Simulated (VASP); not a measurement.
A run of VASP 6.6.1 is set up as follows.

Contents of INCAR:

```
ALGO     = Normal         # electronic algorithm
EDIFF    = 1E-6           # SCF threshold, eV
ENCUT    = 520            # plane-wave cutoff, eV
GGA      = PS             # functional
ISIF     = 2              # what is computed and relaxed
ISMEAR   = 0              # smearing method
LASPH    = T              # aspherical terms in the spheres
LCHARG   = T              # write CHGCAR
LELF     = T              # ELF
LREAL    = F              # projectors in reciprocal space
LVHAR    = T            
LWAVE    = F              # write WAVECAR
NBANDS   = 26             # bands
NELM     = 100            # most SCF steps
PREC     = Accurate       # precision mode
SIGMA    = 0.01           # smearing width, eV
```

Contents of KPOINTS:

```
k-points
0
Gamma
  10 10 6
```

POSCAR

```
GaAs
1.0
    2.6592378258      2.6592378258      0.0000000000
   -2.6592378258      2.6592378258      0.0000000000
    0.0000000000      0.0000000000      5.9562368122
Ga As
2 2
Direct
    0.0000000000      0.0000000000      0.0000000000
    0.5000000000      0.5000000000      0.5000000000
    0.5000000000      0.0000000000      0.7500000000
    0.0000000000      0.5000000000      0.2500000000
```

Potentials or basis: VASP PAW PBE potentials, release 64 (Ga_d, As).

The run is started by

```console
$ cat potpaw_PBE.64/Ga_d/POTCAR potpaw_PBE.64/As/POTCAR > POTCAR
$ mpirun -np 1 vasp_std > vasp.out
```

Predict the band gap on the k mesh.

0.60 eV.

Predict the pressure.

5.9 GPa.

Stress tensor (GPa, compression positive):
```
8.81 0.00 0.00
0.00 8.81 0.00
0.00 0.00 0.22
```

Caveat: the cell differs from its parent crystal (biaxial strain in the a-b plane: -6.0 %, then relaxed in part); the cell stands under pressure; the PAW data sets were made with another functional, which shifts forces and pressure a little. A k mesh can miss the band edges.
